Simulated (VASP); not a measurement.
# Si8O17 (a cell with a defect) in VASP: further runs

Si8O17 (a cell with a defect) is run at these levels: PBE; tasks: single point.

Program: VASP 6.6.1. These are calculated values, not measurements. Logs are shortened: lines on timing, memory, paths and dates and some standing lists are left out, and cuts for length are marked.

**1. The cell of the first run**

The cell holds a defect, 25 atoms: a = 5.911 Å, b = 5.911 Å, c = 5.334 Å, α = 90.00°, β = 90.00°, γ = 90.00°.

**2. Single point, PBE, collinear spin, zero start**

Contents of INCAR:

```
SYSTEM = Si8O17
PREC     = Accurate       ! precision mode
ENCUT    = 520            ! plane-wave cutoff, eV
EDIFF    = 1E-6           ! SCF threshold, eV
ISMEAR   = -1             ! smearing method
SIGMA    = 0.05           ! smearing width, eV
LREAL    = Auto         
LASPH    = .True.         ! aspherical terms in the spheres
NELM     = 150            ! most SCF steps
ALGO     = Normal         ! electronic algorithm
ISIF     = 2              ! what is computed and relaxed
LWAVE    = .False.        ! write WAVECAR
LCHARG   = .False.        ! write CHGCAR
ISPIN    = 2              ! spin polarisation
MAGMOM   = 0 0 0 0 0 0 0 0 0 0 0 0 0 0 0 0 0 0 0 0 0 0 0 0 0 ! initial moments
LORBIT   = 11             ! projections on sites
GGA      = PE             ! functional
NBANDS   = 89             ! bands
```

Contents of KPOINTS:

```
Automatic mesh
0
Gamma
  2 2 3
  0 0 0
```

Contents of POSCAR:

```
Si8O17
1.0
   -4.1797000000     -4.1797000000      0.0000000000
    4.1797000000     -4.1797000000      0.0000000000
    0.0000000000      0.0000000000      5.3338000000
Si O
8 17
Direct
    0.4867642415      0.5046853841      0.0016157336
   -0.0048724789      0.5072649951      0.2546934643
    0.4870534967      0.5087930952      0.5025657130
   -0.0010610809      0.5062724597      0.7505515767
    0.0228823839      0.0100465344      0.0014188758
    0.5035031222      0.0023791181      0.2585963103
    0.0125544896      0.0059707635      0.5021673104
    0.5046585879      0.0133666292      0.7478212531
    0.1870130631      0.5100812259      0.0044722337
    0.0177643132      0.1999544226      0.2555446398
    0.8008639376      0.5142967199      0.0008108665
    0.0113728258      0.8131889849      0.2546321572
    0.1848465201      0.5167957030      0.5001839214
    0.0316145896      0.2015133861      0.7441855713
    0.7993675383      0.4993897887      0.5042924369
    0.0103252626      0.8143657440      0.7523047358
    0.7001996555     -0.0837324449      0.0195622258
    0.4934708233      0.6957793622      0.2558479883
    0.3203459578      0.0054343613      0.0027245116
    0.4784905615      0.3128851353      0.2603294087
    0.7025497045      0.0117486901      0.5036371817
    0.4920093547      0.7010250736      0.7478774982
    0.3137703663     -0.0028566644      0.5000367468
    0.4667922339      0.3195199416      0.7407623083
    0.7195419528      0.1592771012      0.9735535641
```

Potentials or basis: VASP PAW PBE potentials, release 64 (Si, O).

Launch:

```bash
$ cat potpaw_PBE.64/Si/POTCAR potpaw_PBE.64/O/POTCAR > POTCAR
$ mpirun -np 1 vasp_std > vasp.out
```

OUTCAR:

```text
SYSTEM = Si8O17
   PREC = Accurate
   ENCUT = 520
   EDIFF = 1E-6
   ISMEAR = -1
   LREAL = Auto
   LASPH = .True.
   NELM = 150
   ISIF = 2
   ISPIN = 2
   LORBIT = 11
   GGA = PE

 ion  position               nearest neighbor table
   1  0.487  0.505  0.002-  18 1.77   9 1.77  24 1.77  22 1.78  20 1.79  11 1.86  25 2.47   3 2.66
                             3 2.67
   2  0.995  0.507  0.255-  13 1.72   9 1.75  15 1.76  11 1.78  12 1.81  10 1.82   4 2.64   4 2.69

   3  0.487  0.509  0.503-  24 1.70  18 1.72  22 1.73  20 1.74  13 1.79  15 1.85   1 2.66   1 2.67
[... 9 lines left out ...]
   8  0.505  0.013  0.748-  23 1.74  19 1.74  21 1.75  24 1.82  22 1.85  17 1.94  25 1.95   6 2.61
                             6 2.73
   9  0.187  0.510  0.004-   2 1.75   4 1.75   1 1.77
  10  0.018  0.200  0.256-   7 1.75   5 1.76   2 1.82
  11  0.801  0.514  0.001-   2 1.78   4 1.78   1 1.86
  12  0.011  0.813  0.255-   7 1.74   5 1.78   2 1.81
  13  0.185  0.517  0.500-   2 1.72   4 1.73   3 1.79
  14  0.032  0.202  0.744-   7 1.74   5 1.78   4 1.81
  15  0.799  0.499  0.504-   2 1.76   4 1.77   3 1.85
  16  0.010  0.814  0.752-   7 1.75   5 1.76   4 1.82
  17  0.700  0.916  0.020-  25 1.46   6 1.80   8 1.94   5 1.99
  18  0.493  0.696  0.256-   3 1.72   1 1.77   6 1.81
  19  0.320  0.005  0.003-   6 1.74   8 1.74   5 1.76
  20  0.478  0.313  0.260-   3 1.74   1 1.79   6 1.84
  21  0.703  0.012  0.504-   8 1.75   6 1.76   7 1.83
  22  0.492  0.701  0.748-   3 1.73   1 1.78   8 1.85
  23  0.314  0.997  0.500-   6 1.71   8 1.74   7 1.78
  24  0.467  0.320  0.741-   3 1.70   1 1.77   8 1.82
  25  0.720  0.159  0.974-  17 1.46   8 1.95   5 2.00   6 2.19   1 2.47

  LATTYP: Found a simple tetragonal cell.
 ALAT       =     5.9109884267
 C/A-ratio  =     0.9023533147

  Lattice vectors:

 A1 = (  -4.1797000000,  -4.1797000000,   0.0000000000)
 A2 = (   4.1797000000,  -4.1797000000,   0.0000000000)
 A3 = (   0.0000000000,   0.0000000000,   5.3338000000)

Analysis of symmetry for initial positions (statically):
=====================================================================
 Subroutine PRICEL returns:
 Original cell was already a primitive cell.

 Routine SETGRP: Setting up the symmetry group for a
 simple tetragonal supercell.

 Subroutine GETGRP returns: Found  1 space group operations
 (whereof  1 operations were pure point group operations)
 out of a pool of 16 trial point group operations.

The static configuration has the point symmetry C_1 .

Analysis of symmetry for dynamics (positions and initial velocities):
=====================================================================
 Subroutine PRICEL returns:
 Original cell was already a primitive cell.

 Routine SETGRP: Setting up the symmetry group for a
 simple tetragonal supercell.

 Subroutine GETGRP returns: Found  1 space group operations
 (whereof  1 operations were pure point group operations)
 out of a pool of 16 trial point group operations.

The dynamic configuration has the point symmetry C_1 .

Analysis of structural, dynamic, and magnetic symmetry:
=====================================================================
 Subroutine PRICEL returns:
 Original cell was already a primitive cell.

 Routine SETGRP: Setting up the symmetry group for a
 simple tetragonal supercell.

 Subroutine GETGRP returns: Found  1 space group operations
 (whereof  1 operations were pure point group operations)
 out of a pool of 16 trial point group operations.

The overall configuration has the point symmetry C_1 .

 Subroutine INISYM returns: Found  1 space group operations
 (whereof  1 operations are pure point group operations),
 and found     1 'primitive' translations

----------------------------------------------------------------------------------------

                                     Primitive cell

  volume of cell :     186.3618

  direct lattice vectors                    reciprocal lattice vectors
    -4.179700000 -4.179700000  0.000000000    -0.119625810 -0.119625810  0.000000000
     4.179700000 -4.179700000  0.000000000     0.119625810 -0.119625810  0.000000000
[... 99 lines left out ...]
   dimension x,y,z NGX =    48 NGY =   48 NGZ =   40
   dimension x,y,z NGXF=    96 NGYF=   96 NGZF=   80
   ions per type =               8  17
   NGX,Y,Z   is equivalent  to a cutoff of  13.50, 13.50, 12.47 a.u.
   NGXF,Y,Z  is equivalent  to a cutoff of  27.00, 27.00, 24.93 a.u.
 SYSTEM =  Si8O17
   PREC   = accura    normal or accurate (medium, high low for compatibility)
   ISTART =      0    job   : 0-new  1-cont  2-samecut
   ICHARG =      2    charge: 1-file 2-atom 10-const
   ISPIN  =      2    spin polarized calculation?
   LNONCOLLINEAR =      F non collinear calculations
   LSORBIT =      F    spin-orbit coupling
   LASPH  =      T    aspherical Exc in radial PAW
   ENCUT  =  520.0 eV  38.22 Ry    6.18 a.u.  10.99 10.99  9.92*2*pi/ulx,y,z
   NELM   =    150;   NELMIN=  2; NELMDL= -5     # of ELM steps
   EDIFF  = 0.1E-05   stopping-criterion for ELM
   LREAL  =      T    real-space projection
   EDIFFG = 0.1E-04   stopping-criterion for IOM
   NSW    =      0    number of steps for IOM
   IBRION =     -1    ionic relax: 0-MD 1-quasi-New 2-CG
   NFREE  =      0    steps in history (QN), initial steepest desc. (CG)
   ISIF   =      2    stress and relaxation
   ISYM   =      2    0-nonsym 1-usesym 2-fastsym
   POTIM  = 0.5000    time-step for ionic-motion
   TEBEG  =    0.0;   TEEND  =   0.0 temperature during run
   PSTRESS=    0.0 pullay stress
   NELECT =     134.0000    total number of electrons
   NUPDOWN=      -1.0000    fix difference up-down
   EMIN   =  10.00;   EMAX   =-10.00  energy-range for DOS
   EFERMI =   0.00;   METHOD = LEGACY
   ISMEAR =    -1;   SIGMA  =   0.05  broadening in eV -4-tet -1-fermi 0-gaus
   EFERMI_NEDOS =   21; number of points for ismear=-14 and -15
   IALGO  =     38    algorithm
   IMIX   =      4    mixing-type and parameters
     AMIX     =   0.40;   BMIX     =  1.00
     AMIX_MAG =   1.60;   BMIX_MAG =  1.00
  volume/ion in A,a.u.               =       7.45        50.31
  Fermi-wavevector in a.u.,A,eV,Ry     =   1.466642  2.771551 29.266659  2.151039
  Thomas-Fermi vector in A             =   2.582355
   LORBIT       =     11    0 simple, 1 ext, 2 COOP (PROOUT), +10 PAW based schemes
   GGA     = PE    functional components
   LHFCALC =     F    Hartree Fock is set to
   AEXX    =    0.0000 exact exchange contribution
   IVDW    =     0    specifies the selected vdW correction
   LEPSILON=     F    determine dielectric tensor
   LRPA    =     F    only Hartree local field effects (RPA)
 spin polarized calculation
  energy-cutoff  :      520.00
  volume of cell :      186.36
 maximum number of plane-waves:      5031
 NGX is ok and might be reduce to    48
   NGX = 21   NGY = 21   NGZ = 19

 number of electron     133.9999984 magnetization      -0.0000000

 number of electron     133.9999984 magnetization       0.0000000

 Free energy of the ion-electron system (eV)
  ---------------------------------------------------
  ext. energy  EPLUGINS =         0.00000000
  ---------------------------------------------------
  free energy    TOTEN  =      -182.54385180 eV

  energy without entropy =     -182.54385180  energy(sigma->0) =     -182.54385180

 E-fermi :   9.9970     XC(G=0): -12.5008

 val. band max:        8.8165926930   @ k =   0.5000   0.0000   0.0000
 cond. band min:      12.8933906828   @ k =   0.5000   0.5000   0.0000
 fundamental gap:      4.0767979898
 Fermi energy:         9.9969881929

 spin component 1

 k-point     1 :       0.0000    0.0000    0.0000
  band No.  band energies     occupation
      1     -15.5295      1.00000
      2     -13.4926      1.00000
      3     -12.1826      1.00000
      4     -12.1661      1.00000
      5     -11.3409      1.00000
      6     -11.2654      1.00000
[... 645 lines left out ...]
     78      18.6089      0.00000
     79      18.7630      0.00000
 Fermi energy:         9.9969881929

 spin component 2

 k-point     1 :       0.0000    0.0000    0.0000
  band No.  band energies     occupation
      1     -15.5295      1.00000
      2     -13.4926      1.00000
      3     -12.1826      1.00000
      4     -12.1661      1.00000
      5     -11.3409      1.00000
      6     -11.2654      1.00000
[... 645 lines left out ...]
     78      18.6089      0.00000
     79      18.7630      0.00000
 [bands above 79 left out]

------------------------ aborting loop because EDIFF is reached ----------------------------------------

  FORCE on cell =-STRESS in cart. coord.  units (eV):
  Direction    XX          YY          ZZ          XY          YZ          ZX
  --------------------------------------------------------------------------------------
  -------------------------------------------------------------------------------------
  Total       29.7723382     26.6878846     26.4313836      3.4046739      3.8248499     -2.5843149
  in kB      255.9567460    229.4392889    227.2341159     29.2704338     32.8827429    -22.2176988
  external PRESSURE =     237.5433836 kB  Pullay stress =       0.0000000 kB

 VOLUME and BASIS-vectors are now :
 -----------------------------------------------------------------------------
  energy-cutoff  :      520.00
  volume of cell :      186.36
      direct lattice vectors                 reciprocal lattice vectors
    -4.179700000 -4.179700000  0.000000000    -0.119625810 -0.119625810  0.000000000
     4.179700000 -4.179700000  0.000000000     0.119625810 -0.119625810  0.000000000
     0.000000000  0.000000000  5.333800000     0.000000000  0.000000000  0.187483595

 POSITION                                       TOTAL-FORCE (eV/Angst)
 -----------------------------------------------------------------------------------
      0.07490     -4.14396      0.00862         0.083697     -0.149299     -0.023309
     -2.03912     -6.27955      1.35848         0.114152     -0.087035     -0.083622
      0.09086     -4.16234      2.68058         0.033615     -0.046724     -0.180002
     -2.05920     -6.29133      4.00329         0.119213      0.010813     -0.006742
     -0.05365     -0.13763      0.00757         0.072504     -0.206799     -0.032541
     -2.09455     -2.11444      1.37930         0.016074      0.345961      0.192346
[... 17 lines left out ...]
     -0.61555     -3.28655      3.95108        -0.161132     -0.098465      0.178242
     -2.34174     -3.67320      5.19274        -0.294104     -0.197235     -1.157528
 -----------------------------------------------------------------------------------
    total drift:                                0.001252      0.014550      0.002215

  FREE ENERGIE OF THE ION-ELECTRON SYSTEM (eV)
  ---------------------------------------------------
  free  energy   TOTEN  =      -182.5438517961 eV

  energy  without entropy=     -182.5438517960  energy(sigma->0) =     -182.54385180

 total charge

# of ion       s       p       d       tot
------------------------------------------
    1        0.589   0.859   0.000   1.447
    2        0.590   0.881   0.000   1.472
    3        0.600   0.924   0.000   1.524
    4        0.590   0.879   0.000   1.469
    5        0.586   0.851   0.000   1.438
    6        0.591   0.876   0.000   1.467
[... 17 lines left out ...]
   24        1.560   3.712   0.000   5.272
   25        1.637   3.429   0.000   5.066
--------------------------------------------------
tot         31.275  69.431   0.000 100.707

 magnetization (x)

# of ion       s       p       d       tot
------------------------------------------
    1        0.000  -0.000   0.000   0.000
    2        0.000   0.000   0.000   0.000
    3        0.000   0.000   0.000   0.000
    4        0.000   0.000   0.000   0.000
    5       -0.000  -0.000   0.000  -0.000
    6       -0.000  -0.000   0.000  -0.000
[... 17 lines left out ...]
   24       -0.000  -0.000   0.000  -0.000
   25       -0.000  -0.000   0.000  -0.000
--------------------------------------------------
tot         -0.000  -0.000   0.000  -0.000
```

Wall time 5 min (1 thread of Intel Xeon Platinum 8559C (Emerald Rapids), shared host); peak memory 0.43 GiB.

Results:

* Free energy: -182.5439 eV
* Pressure: 23.8 GPa
* Largest force: 1.622 eV/Å
* Band gap on the k mesh: 4.08 eV
* Net moment: 0.00 μB per cell
* Valence electrons inside the program's atomic spheres: Si 1.45, 1.47, 1.52, 1.44, 1.49, 1.43 (each value once); O 5.27, 5.25, 5.21, 5.29, 5.22, 5.24, 5.12, 5.28, 5.23, 5.07 (each value once)

Forces in eV/Å, atoms in the order of the input:
```
Si   0.084 -0.149 -0.023
Si   0.114 -0.087 -0.084
Si   0.034 -0.047 -0.180
Si   0.119  0.011 -0.007
Si   0.073 -0.207 -0.033
Si   0.016  0.346  0.192
Si   0.065 -0.009 -0.031
Si  -0.013 -0.104  0.088
O    0.015 -0.068 -0.081
O    0.160 -0.047 -0.060
O   -0.107  0.164 -0.022
O   -0.037 -0.188  0.001
O   -0.031 -0.009 -0.005
O   -0.001 -0.343 -0.163
O    0.124 -0.078 -0.052
O    0.325  0.035  0.093
O   -0.405  1.034  1.182
O    0.111  0.254  0.151
O    0.075 -0.053  0.011
O   -0.430 -0.096 -0.286
O   -0.006  0.009  0.015
O    0.035 -0.030  0.044
O    0.135 -0.042  0.229
O   -0.161 -0.098  0.178
O   -0.294 -0.197 -1.158
```

Levels at points of the mesh, in eV from the valence-band top:
Spin up:
| k point | band 63 | band 64 | band 65 | band 66 | band 67 | band 68 | band 69 | band 70 | band 71 | band 72 |
| --- | --- | --- | --- | --- | --- | --- | --- | --- | --- | --- |
| (0.00, 0.00, 0.00) | -1.12 | -0.98 | -0.44 | -0.40 | -0.30 | 4.46 | 5.11 | 6.18 | 6.42 | 6.77 |
| (0.50, 0.00, 0.00) | -1.60 | -1.37 | -1.10 | -0.10 | 0.00 | 4.49 | 5.79 | 6.51 | 7.11 | 7.20 |
| (0.00, 0.50, 0.00) | -1.54 | -1.23 | -1.05 | -0.37 | -0.34 | 4.08 | 5.96 | 6.56 | 6.82 | 7.33 |
| (0.50, 0.50, 0.00) | -1.45 | -1.34 | -1.00 | -0.55 | -0.29 | 4.08 | 6.45 | 7.11 | 7.37 | 7.60 |
Spin down:
```csv
k point,band 65,band 66,band 67,band 68,band 69,band 70
"(0.00, 0.00, 0.00)",-0.44,-0.40,-0.30,4.46,5.11,6.18
"(0.50, 0.00, 0.00)",-1.10,-0.10,0.00,4.49,5.79,6.51
"(0.00, 0.50, 0.00)",-1.05,-0.37,-0.34,4.08,5.96,6.56
"(0.50, 0.50, 0.00)",-1.00,-0.55,-0.29,4.08,6.45,7.11
```

Caveat: the k points lie up to 0.53 Å⁻¹ apart.

**3. Single point, PBE, collinear spin, zero start**

INCAR is that of step 2.

KPOINTS is that of step 2.

Contents of POSCAR:

```
Si8O17
1.0
   -4.1797000000     -4.1797000000      0.0000000000
    4.1797000000     -4.1797000000      0.0000000000
    0.0000000000      0.0000000000      5.3338000000
Si O
8 17
Direct
    0.4891556810      0.5076414575      0.0039137200
   -0.0038944183      0.5054151016      0.2555823240
    0.4881724765      0.5120844797      0.5041002662
   -0.0014322798      0.5069142522      0.7527261990
    0.0258109434      0.0016864847      0.0013568188
    0.5039531545      0.0165468814      0.2586887397
    0.0097629016      0.0053810082      0.5026122089
    0.5029387277      0.0059236309      0.7453346582
    0.1883360050      0.5098004641      0.0049823765
    0.0227329713      0.1989111659      0.2562360793
    0.8018473814      0.5148782209      0.0027291987
    0.0077960141      0.8126375099      0.2545659755
    0.1854853219      0.5132353997      0.5028926844
    0.0159793765      0.1979481781      0.7540875173
    0.8000235663      0.4997551260      0.5050470584
    0.0213065531      0.8094568988      0.7464125014
    0.7202103022     -0.0815324066     -0.0344015524
    0.4989240855      0.7054334043      0.2547963928
    0.3211783142      0.0034473766      0.0026553302
    0.4707812762      0.3243748355      0.2660804680
    0.7014083547      0.0122509989      0.5031411002
    0.4899438955      0.6985674809      0.7484922569
    0.3120779003      0.0003442831      0.5012353294
    0.4773353351      0.3149753571      0.7458740485
    0.6935888939      0.1496460272      1.0445226668
```

Potentials or basis: VASP PAW PBE potentials, release 64 (Si, O).

Launch:

```bash
$ cat potpaw_PBE.64/Si/POTCAR potpaw_PBE.64/O/POTCAR > POTCAR
$ mpirun -np 1 vasp_std > vasp.out
```

It took 5.5 min on 1 thread of Intel Xeon Platinum 8559C (Emerald Rapids), shared host; peak memory 0.42 GiB.

The run converged. Its results:

```yaml
Free_energy: -182.9202 eV
Pressure: 24.4 GPa
Largest_force: 2.244 eV/Å
Band_gap_on_the_k_mesh: 4.54 eV
Net_moment: 0.00 μB per cell
Valence_electrons_inside_the_program's_atomic_spheres: Si 1.45, 1.47, 1.52, 1.46, 1.48 (each value once); O 5.27, 5.24, 5.22, 5.25, 5.29, 5.23, 5.26, 5.12, 5.28, 5.11 (each value once)
```

Forces in eV/Å, atoms in the order of the input:
```
Si   0.135 -0.173  0.012
Si  -0.016 -0.030 -0.072
Si   0.045 -0.028 -0.039
Si   0.137  0.000 -0.027
Si  -0.258  0.053 -0.030
Si   0.460 -0.315  0.107
Si   0.018  0.017 -0.045
Si  -0.154  0.208 -0.103
O    0.014 -0.054 -0.111
O   -0.091 -0.192 -0.051
O   -0.043  0.099 -0.003
O    0.062  0.001 -0.056
O   -0.142  0.101  0.039
O    0.378  0.401  0.242
O    0.103 -0.061 -0.086
O   -0.294 -0.165 -0.224
O   -1.071  0.146 -1.730
O    0.254 -0.253  0.006
O   -0.045 -0.016 -0.019
O    0.323 -0.157 -0.046
O    0.000 -0.047 -0.060
O    0.042  0.186 -0.040
O    0.182 -0.160  0.089
O   -0.465 -0.214  0.141
O    0.426  0.653  2.104
```

Stress tensor (GPa, compression positive):
```
29.72  2.18  4.93
 2.18 18.80 -3.68
 4.93 -3.68 24.82
```

Levels at points of the mesh, in eV from the valence-band top:
Spin up:
```tsv
k point	band 65	band 66	band 67	band 68	band 69	band 70
(0.00, 0.00, 0.00)	-0.67	-0.48	-0.25	4.78	5.31	6.46
(0.50, 0.00, 0.00)	-1.06	-0.42	0.00	4.84	6.17	6.62
(0.00, 0.50, 0.00)	-1.04	-0.45	-0.33	4.54	6.13	6.69
(0.50, 0.50, 0.00)	-0.98	-0.53	-0.47	4.57	6.80	7.29
```
Spin down:
| k point | band 64 | band 65 | band 66 | band 67 | band 68 | band 69 | band 70 | band 71 |
| --- | --- | --- | --- | --- | --- | --- | --- | --- |
| (0.00, 0.00, 0.00) | -0.94 | -0.67 | -0.48 | -0.25 | 4.78 | 5.31 | 6.46 | 6.55 |
| (0.50, 0.00, 0.00) | -1.33 | -1.06 | -0.42 | 0.00 | 4.84 | 6.17 | 6.62 | 7.22 |
| (0.00, 0.50, 0.00) | -1.18 | -1.04 | -0.45 | -0.33 | 4.54 | 6.13 | 6.69 | 7.13 |
| (0.50, 0.50, 0.00) | -1.30 | -0.98 | -0.53 | -0.47 | 4.57 | 6.80 | 7.29 | 7.49 |

Caveat: the k points lie up to 0.53 Å⁻¹ apart.
